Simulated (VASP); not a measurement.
# Na (I4/mmm) in VASP: a series of runs

Runs on Na. Level: PBEsol. Tasks: single point.

All numbers are computed with VASP 6.6.1; they aren't measurements. Logs are shortened: lines on timing, memory, paths and dates and some standing lists are left out, and cuts for length are marked.

## Step 1: The cell of the first run

Symmetry: I4/mmm, No. 139, tetragonal system. The conventional cell has a = 4.235 Å, b = 4.235 Å, c = 4.320 Å, α = 90.00°, β = 90.00°, γ = 90.00°. Na (site symmetry 4/mmm) has 14 Na at 3.69 to 4.32 Å within 4.8 Å.

## Step 2: Single point, PBEsol (zz strain of +2 %)

File INCAR:

```
SYSTEM = Na
PREC = Accurate
ENCUT = 520
EDIFF = 1E-6
ISMEAR = -1
SIGMA = 0.03
LREAL = .FALSE.
LASPH = .TRUE.
NELM = 60
ALGO = Normal
ISIF = 2
LWAVE = .FALSE.
LCHARG = .FALSE.
GGA = PS
NBANDS = 10
```

File KPOINTS:

```
Automatic mesh
0
G
  11 11 11
  0 0 0
```

File POSCAR:

```
Na
1.0
   -2.1175000000      2.1175000000      2.1598500000
    2.1175000000     -2.1175000000      2.1598500000
    2.1175000000      2.1175000000     -2.1598500000
Na
1
Direct
    0.0000000000      0.0000000000      0.0000000000
```

Potentials or basis: VASP PAW PBE potentials, release 64 (Na_pv).

The run is started by

```
> cat potpaw_PBE.64/Na_pv/POTCAR > POTCAR
> mpirun -np 1 vasp_std > vasp.out
```

OUTCAR:

```text
SYSTEM = Na
   PREC = Accurate
   ENCUT = 520
   EDIFF = 1E-6
   ISMEAR = -1
   LREAL = .FALSE.
   LASPH = .TRUE.
   NELM = 60
   ISIF = 2
   GGA = PS

 ion  position               nearest neighbor table
   1  0.000  0.000  0.000-

  LATTYP: Found a body centered tetragonal cell.
 ALAT       =     4.2350000000
 C/A-ratio  =     1.0200000000

  Lattice vectors:

 A1 = (  -2.1175000000,   2.1175000000,   2.1598500000)
 A2 = (   2.1175000000,  -2.1175000000,   2.1598500000)
 A3 = (   2.1175000000,   2.1175000000,  -2.1598500000)

Analysis of symmetry for initial positions (statically):
=====================================================================
 Subroutine PRICEL returns:
 Original cell was already a primitive cell.

 Routine SETGRP: Setting up the symmetry group for a
 body centered tetragonal supercell.

 Subroutine GETGRP returns: Found 16 space group operations
 (whereof 16 operations were pure point group operations)
 out of a pool of 16 trial point group operations.

The static configuration has the point symmetry D_4h.

Analysis of symmetry for dynamics (positions and initial velocities):
=====================================================================
 Subroutine PRICEL returns:
 Original cell was already a primitive cell.

 Routine SETGRP: Setting up the symmetry group for a
 body centered tetragonal supercell.

 Subroutine GETGRP returns: Found 16 space group operations
 (whereof 16 operations were pure point group operations)
 out of a pool of 16 trial point group operations.

The dynamic configuration has the point symmetry D_4h.

 Subroutine INISYM returns: Found 16 space group operations
 (whereof 16 operations are pure point group operations),
 and found     1 'primitive' translations

----------------------------------------------------------------------------------------

                                     Primitive cell

  volume of cell :      38.7374

  direct lattice vectors                    reciprocal lattice vectors
    -2.117500000  2.117500000  2.159850000     0.000000000  0.236127509  0.231497558
     2.117500000 -2.117500000  2.159850000     0.236127509  0.000000000  0.231497558
     2.117500000  2.117500000 -2.159850000     0.236127509  0.236127509  0.000000000

  length of vectors
     3.692230291  3.692230291  3.692230291     0.330677062  0.330677062  0.333934725

  position of ions in fractional coordinates (direct lattice)
     0.000000000  0.000000000  0.000000000

  ion indices of the primitive-cell ions
   primitive index   ion index
                 1           1

----------------------------------------------------------------------------------------

 KPOINTS: Automatic mesh

Automatic generation of k-mesh.
 Grid dimensions read from file:
 generate k-points for:   11   11   11

 Generating k-lattice:

  Cartesian coordinates                     Fractional coordinates (reciprocal lattice)
     0.000000000  0.021466137  0.021045233     0.090909091  0.000000000 -0.000000000
     0.021466137  0.000000000  0.021045233     0.000000000  0.090909091 -0.000000000
     0.021466137  0.021466137  0.000000000     0.000000000  0.000000000  0.090909091

  Length of vectors
     0.030061551  0.030061551  0.030357702

  Shift w.r.t. Gamma in fractional coordinates (k-lattice)
     0.000000000  0.000000000  0.000000000

 Subroutine IBZKPT returns following result:
 ===========================================

 Found    126 irreducible k-points:

 Following reciprocal coordinates:
            Coordinates               Weight
  0.000000  0.000000  0.000000      1.000000
  0.090909 -0.000000  0.000000      8.000000
  0.181818 -0.000000  0.000000      8.000000
  0.272727  0.000000  0.000000      8.000000
  0.363636  0.000000  0.000000      8.000000
  0.454545 -0.000000  0.000000      8.000000
[... 16 lines left out ...]
 -0.272727  0.181818 -0.000000     16.000000
 -0.181818  0.181818  0.000000      4.000000
 [... further k-points ...]
   k-points           NKPTS =    126   k-points in BZ     NKDIM =    126   number of bands    NBANDS=     10
   number of dos      NEDOS =    301   number of ions     NIONS =      1
   total plane-waves  NPLWV =  21952
   dimension x,y,z NGX =    28 NGY =   28 NGZ =   28
   dimension x,y,z NGXF=    56 NGYF=   56 NGZF=   56
   ions per type =               1
   NGX,Y,Z   is equivalent  to a cutoff of  12.61, 12.61, 12.61 a.u.
   NGXF,Y,Z  is equivalent  to a cutoff of  25.21, 25.21, 25.21 a.u.
 SYSTEM =  Na
   PREC   = accura    normal or accurate (medium, high low for compatibility)
   ISTART =      0    job   : 0-new  1-cont  2-samecut
   ICHARG =      2    charge: 1-file 2-atom 10-const
   ISPIN  =      1    spin polarized calculation?
   LNONCOLLINEAR =      F non collinear calculations
   LSORBIT =      F    spin-orbit coupling
   LASPH  =      T    aspherical Exc in radial PAW
   ENCUT  =  520.0 eV  38.22 Ry    6.18 a.u.   6.87  6.87  6.87*2*pi/ulx,y,z
   NELM   =     60;   NELMIN=  2; NELMDL= -5     # of ELM steps
   EDIFF  = 0.1E-05   stopping-criterion for ELM
   LREAL  =      F    real-space projection
   EDIFFG = 0.1E-04   stopping-criterion for IOM
   NSW    =      0    number of steps for IOM
   IBRION =     -1    ionic relax: 0-MD 1-quasi-New 2-CG
   NFREE  =      0    steps in history (QN), initial steepest desc. (CG)
   ISIF   =      2    stress and relaxation
   ISYM   =      2    0-nonsym 1-usesym 2-fastsym
   POTIM  = 0.5000    time-step for ionic-motion
   TEBEG  =    0.0;   TEEND  =   0.0 temperature during run
   PSTRESS=    0.0 pullay stress
   NELECT =       7.0000    total number of electrons
   NUPDOWN=      -1.0000    fix difference up-down
   EMIN   =  10.00;   EMAX   =-10.00  energy-range for DOS
   EFERMI =   0.00;   METHOD = LEGACY
   ISMEAR =    -1;   SIGMA  =   0.03  broadening in eV -4-tet -1-fermi 0-gaus
   EFERMI_NEDOS =   21; number of points for ismear=-14 and -15
   IALGO  =     38    algorithm
   IMIX   =      4    mixing-type and parameters
     AMIX     =   0.40;   BMIX     =  1.00
     AMIX_MAG =   1.60;   BMIX_MAG =  1.00
  volume/ion in A,a.u.               =      38.74       261.41
  Fermi-wavevector in a.u.,A,eV,Ry     =   0.925545  1.749026 11.655198  0.856633
  Thomas-Fermi vector in A             =   2.051411
   LORBIT       =      0    0 simple, 1 ext, 2 COOP (PROOUT), +10 PAW based schemes
   GGA     = PS    functional components
   LHFCALC =     F    Hartree Fock is set to
   AEXX    =    0.0000 exact exchange contribution
   IVDW    =     0    specifies the selected vdW correction
   LEPSILON=     F    determine dielectric tensor
   LRPA    =     F    only Hartree local field effects (RPA)
 non-spin polarized calculation
  energy-cutoff  :      520.00
  volume of cell :       38.74
 maximum number of plane-waves:      1057
   NGX = 13   NGY = 13   NGZ = 13

 number of electron       7.0000011 magnetization

 Free energy of the ion-electron system (eV)
  ---------------------------------------------------
  ext. energy  EPLUGINS =         0.00000000
  ---------------------------------------------------
  free energy    TOTEN  =        -1.39891692 eV

  energy without entropy =       -1.39779741  energy(sigma->0) =       -1.39835716

 E-fermi :   0.2055     XC(G=0):  -6.3864

 val. band max:        0.1901268621   @ k =  -0.3636   0.4545   0.0909
 cond. band min:       0.2851400108   @ k =   0.1818   0.1818   0.1818
 fundamental gap:      0.0950131487
 Fermi energy:         0.2055218194

 k-point     1 :       0.0000    0.0000    0.0000
  band No.  band energies     occupation
      1     -24.6376      2.00000
      2     -24.6376      2.00000
      3     -24.6376      2.00000
      4      -3.0015      2.00000
      5      11.5399      0.00000
      6      11.5399      0.00000
      7      11.8301      0.00000
      8      12.4721      0.00000
      9      12.7573      0.00000
     10      13.0241      0.00000

 k-point     2 :       0.0909   -0.0000    0.0000
  band No.  band energies     occupation
      1     -24.6401      2.00000
      2     -24.6384      2.00000
      3     -24.6376      2.00000
      4      -2.8613      2.00000
      5       9.8851      0.00000
      6      10.8545      0.00000
      7      11.2124      0.00000
      8      11.6885      0.00000
      9      12.0057      0.00000
     10      13.3081      0.00000

 k-point     3 :       0.1818   -0.0000    0.0000
  band No.  band energies     occupation
      1     -24.6467      2.00000
      2     -24.6406      2.00000
      3     -24.6375      2.00000
      4      -2.4427      2.00000
      5       7.5960      0.00000
      6       9.8856      0.00000
      7      10.4171      0.00000
      8      10.7479      0.00000
      9      11.5648      0.00000
     10      13.5492      0.00000

 k-point     4 :       0.2727    0.0000    0.0000
  band No.  band energies     occupation
      1     -24.6553      2.00000
      2     -24.6435      2.00000
      3     -24.6375      2.00000
      4      -1.7523      2.00000
      5       5.4762      0.00000
      6       9.1110      0.00000
      7       9.7893      0.00000
      8      10.0260      0.00000
      9      11.0212      0.00000
     10      14.0579      0.00000

 k-point     5 :       0.3636    0.0000    0.0000
  band No.  band energies     occupation
      1     -24.6631      2.00000
      2     -24.6461      2.00000
      3     -24.6374      2.00000
      4      -0.8006      2.00000
      5       3.5701      0.00000
      6       8.5855      0.00000
      7       9.3667      0.00000
      8       9.5450      0.00000
      9      10.5715      0.00000
     10      14.7925      0.00000

 k-point     6 :       0.4545   -0.0000    0.0000
  band No.  band energies     occupation
      1     -24.6678      2.00000
      2     -24.6477      2.00000
      3     -24.6374      2.00000
      4       0.3880      0.00456
      5       1.9049      0.00000
      6       8.3210      0.00000
      7       9.1551      0.00000
      8       9.3050      0.00000
      9      10.3259      0.00000
     10      15.6029      0.00000
[... 183 lines left out ...]
 k-point    21 :      -0.4545    0.1818   -0.0000
  band No.  band energies     occupation
      1     -24.6625      2.00000
      2     -24.6481      2.00000
      3     -24.6401      2.00000
      4      -0.3717      2.00000
      5       3.8808      0.00000
      6       5.5970      0.00000
      7       8.4598      0.00000
      8      11.2249      0.00000
      9      12.4544      0.00000
     10      14.2252      0.00000

 k-point    22 :      -0.3636    0.1818    0.0000
  band No.  band energies     occupation
      1     -24.6578      2.00000
      2     -24.6445      2.00000
      3     -24.6397      2.00000
      4      -1.3208      2.00000
      5       5.5938      0.00000
      6       6.2925      0.00000
      7       8.9161      0.00000
      8      11.2232      0.00000
      9      12.1641      0.00000
     10      14.4315      0.00000

 k-point    23 :      -0.2727    0.1818   -0.0000
  band No.  band energies     occupation
      1     -24.6518      2.00000
      2     -24.6421      2.00000
      3     -24.6385      2.00000
      4      -2.0110      2.00000
      5       6.7391      0.00000
      6       7.9761      0.00000
      7       9.5794      0.00000
      8      10.8192      0.00000
      9      12.1964      0.00000
     10      13.2004      0.00000

 k-point    24 :      -0.1818    0.1818    0.0000
  band No.  band energies     occupation
      1     -24.6466      2.00000
      2     -24.6408      2.00000
      3     -24.6376      2.00000
      4      -2.4317      2.00000
      5       7.7924      0.00000
      6       9.6962      0.00000
      7      10.1948      0.00000
      8      10.5352      0.00000
      9      11.5519      0.00000
     10      13.7703      0.00000

 [... further k-points ...]

------------------------ aborting loop because EDIFF is reached ----------------------------------------

  FORCE on cell =-STRESS in cart. coord.  units (eV):
  Direction    XX          YY          ZZ          XY          YZ          ZX
  --------------------------------------------------------------------------------------
  -------------------------------------------------------------------------------------
  Total       -0.1095360     -0.1095360     -0.1322333      0.0000000      0.0000000      0.0000000
  in kB       -4.5304031     -4.5304031     -5.4691665      0.0000000      0.0000000      0.0000000
  external PRESSURE =      -4.8433243 kB  Pullay stress =       0.0000000 kB

 VOLUME and BASIS-vectors are now :
 -----------------------------------------------------------------------------
  energy-cutoff  :      520.00
  volume of cell :       38.74
      direct lattice vectors                 reciprocal lattice vectors
    -2.117500000  2.117500000  2.159850000     0.000000000  0.236127509  0.231497558
     2.117500000 -2.117500000  2.159850000     0.236127509  0.000000000  0.231497558
     2.117500000  2.117500000 -2.159850000     0.236127509  0.236127509  0.000000000

 POSITION                                       TOTAL-FORCE (eV/Angst)
 -----------------------------------------------------------------------------------
      0.00000      0.00000      0.00000         0.000000      0.000000     -0.000000
 -----------------------------------------------------------------------------------
    total drift:                               -0.000000     -0.000000     -0.000000

  FREE ENERGIE OF THE ION-ELECTRON SYSTEM (eV)
  ---------------------------------------------------
  free  energy   TOTEN  =        -1.3989169169 eV

  energy  without entropy=       -1.3977974078  energy(sigma->0) =       -1.39835716
```

It took 21 s on 1 thread of Intel Xeon Platinum 8259CL at 2.50GHz (Skylake/Cascade Lake), shared host; peak memory 0.17 GiB.

Results:

```
Free energy            : -1.3989 eV
Pressure               : -0.5 GPa
Band gap on the k mesh : zero (an odd number of electrons rules out a gap without spin polarisation)
```

Caveat: the cell differs from its parent crystal (zz strain of +2 %); the PAW data sets were made with another functional, which shifts forces and pressure a little.

## Step 3: Single point, PBEsol (equal xx and yy strain of +2 %)

File INCAR:

```
PREC     = Accurate       # precision mode
ENCUT    = 520            # plane-wave cutoff, eV
EDIFF    = 1E-6           # SCF threshold, eV
ISMEAR   = -1             # smearing method
SIGMA    = 0.03           # smearing width, eV
LREAL    = F              # projectors in reciprocal space
LASPH    = T              # aspherical terms in the spheres
NELM     = 100            # most SCF steps
ALGO     = Normal         # electronic algorithm
ISIF     = 2              # what is computed and relaxed
LWAVE    = F              # write WAVECAR
LCHARG   = F              # write CHGCAR
GGA      = PS             # functional
NBANDS   = 10             # bands
```

File KPOINTS:

```
Automatic mesh
0
Gamma
  11 11 11
```

File POSCAR:

```
Na
1.0
   -2.1598500000      2.1598500000      2.1175000000
    2.1598500000     -2.1598500000      2.1175000000
    2.1598500000      2.1598500000     -2.1175000000
Na
1
Direct
    0.0000000000      0.0000000000      0.0000000000
```

Potentials or basis: VASP PAW PBE potentials, release 64 (Na_pv).

The run is started by

```
> cat potpaw_PBE.64/Na_pv/POTCAR > POTCAR
> mpirun -np 1 vasp_std > vasp.out
```

Run time: 22 s. Hardware: 1 thread of Intel Xeon Platinum 8259CL at 2.50GHz (Skylake/Cascade Lake), shared host; peak memory 0.17 GiB.

Results (log left out):

| Item | Value |
| --- | --- |
| Free energy | -1.3964 eV |
| Pressure | -0.6 GPa |
| Band gap on the k mesh | zero (an odd number of electrons rules out a gap without spin polarisation) |

Levels at points of the mesh, in eV from the Fermi level:
```csv
k point,band 1,band 2,band 3,band 4,band 5,band 6,band 7,band 8
"(0.00, 0.00, 0.00)",-24.86,-24.86,-24.86,-3.17,11.11,11.40,11.40,12.13
```

Caveat: the cell differs from its parent crystal (equal xx and yy strain of +2 %); the PAW data sets were made with another functional, which shifts forces and pressure a little.
